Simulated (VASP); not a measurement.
Crystal: Cs.

```
CELL_PARAMETERS angstrom
0.00000 4.93170 4.93170
4.93170 0.00000 4.93170
4.93170 4.93170 0.00000
ATOMIC_POSITIONS crystal
Cs 0.87500 0.87500 0.87500
Cs 0.12500 0.12500 0.12500
```

```yaml
Program: VASP 6.6.1
Task: relaxation of cell and atoms
Functional: LDA
Potentials_or_basis: VASP PAW LDA potentials, release 64 (Cs_sv)
Cutoff: 600 eV
k_mesh: 7 × 7 × 7
Occupations: fermi-dirac, width 0.08 eV
Spin: no spin polarisation
```

At the start: pressure 0.3 GPa; volume 119.95 Å³/atom.

Where does the relaxation end?

Over 6 steps the energy falls by 27.8 meV/atom and the volume is 154.59 Å³/atom (+28.9 %); space group Fd-3m (No. 227, to 0.05 Å).

Step by step:
| step | energy change (eV) | largest force (eV/Å) | pressure (GPa) | volume (Å³) |
| --- | --- | --- | --- | --- |
| 1 | 0.0000 | 0.0000 | 0.27 | 239.89 |
| 2 | -0.0111 | 0.0000 | 0.23 | 246.93 |
| 3 | -0.0374 | 0.0000 | 0.14 | 268.85 |
| 4 | -0.0554 | 0.0000 | -0.03 | 316.52 |
| 5 | -0.0556 | 0.0000 | 0.01 | 307.71 |
| 6 | -0.0557 | 0.0000 | 0.00 | 309.18 |

Final structure:
```
CELL_PARAMETERS angstrom
0.00000 5.36696 5.36696
5.36696 0.00000 5.36696
5.36696 5.36696 0.00000
ATOMIC_POSITIONS crystal
Cs 0.87500 0.87500 0.87500
Cs 0.12500 0.12500 0.12500
```

Caveat: the volume moved by over 15 % at a fixed basis, so the end points are rough.
